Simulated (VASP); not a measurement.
Set up this calculation in VASP 6.6.1, as the native input.

- Task: single point
- Functional: PBEsol-based global hybrid with 25 % exact exchange
- Potentials or basis: VASP PAW PBE potentials, release 64 (Zn, O)
- Cutoff: 520 eV
- k mesh: 5 × 5 × 5
- Occupations: fermi-dirac, width 0.05 eV
- Spin: no spin polarisation
- Dipole correction: no
- Grid for exact exchange (PRECFOCK): Normal
- Share of exact exchange: 0.25
- Further INCAR settings: ALGO = Normal; EDIFF = 1e-07; NBANDS = 16

ZnO:

```xyz
2
Lattice="2.6882 0.0000 0.0000 0.0000 2.6882 0.0000 0.0000 0.0000 2.6882" Properties=species:S:1:pos:R:3 pbc="T T T"
Zn    0.0000    0.0000    0.0000
O     1.3441    1.3441    1.3441
```

One way to write it, as run:

POSCAR

```
ZnO
1.0
    2.6882100000      0.0000000000      0.0000000000
    0.0000000000      2.6882100000      0.0000000000
    0.0000000000      0.0000000000      2.6882100000
Zn O
1 1
Direct
    0.0000000000      0.0000000000      0.0000000000
    0.5000000000      0.5000000000      0.5000000000
```

INCAR.step1

```
SYSTEM = ZnO
ALGO = Normal ; EDIFF = 1E-5
ENCUT = 520 ; GGA = PE
ISIF = 2 ; ISMEAR = -1
LASPH = .True. ; LCHARG = .False.
LREAL = .False. ; LWAVE = .True.
NBANDS = 16 ; NELM = 100
PREC = Accurate ; SIGMA = 0.05
```

INCAR.step2

```
SYSTEM = ZnO
AEXX = 0.25 ; ALGO = Normal
EDIFF = 1E-7 ; ENCUT = 520
GGA = PS ; ISIF = 2
ISMEAR = -1 ; ISTART = 1
LASPH = .True. ; LCHARG = .False.
LHFCALC = .True. ; LREAL = .False.
LWAVE = .False. ; NBANDS = 16
NELM = 100 ; PREC = Accurate
PRECFOCK = Normal ; SIGMA = 0.05
```

KPOINTS

```
k-points
0
Gamma
  5 5 5
  0 0 0
```

Potentials or basis: VASP PAW PBE potentials, release 64 (Zn, O).

Run with:

```sh
$ cat potpaw_PBE.64/Zn/POTCAR potpaw_PBE.64/O/POTCAR > POTCAR
$ cp INCAR.step1 INCAR
$ mpirun -np 1 vasp_std > vasp.out
$ cp INCAR.step2 INCAR
$ mpirun -np 1 vasp_std > vasp.out
```

It gave:

The pressure is -12.9 GPa. The band gap on the k mesh is 1.28 eV (least direct gap 2.40 eV).

Caveat: the k points lie up to 0.47 Å⁻¹ apart; the PAW data sets were made with another functional, which shifts forces and pressure a little; an odd mesh through Γ misses points on the zone boundary, where band edges can lie.

It took 6.9 min on 1 thread of AMD EPYC 7R13, with other jobs on the host, peak memory 0.1 GiB.
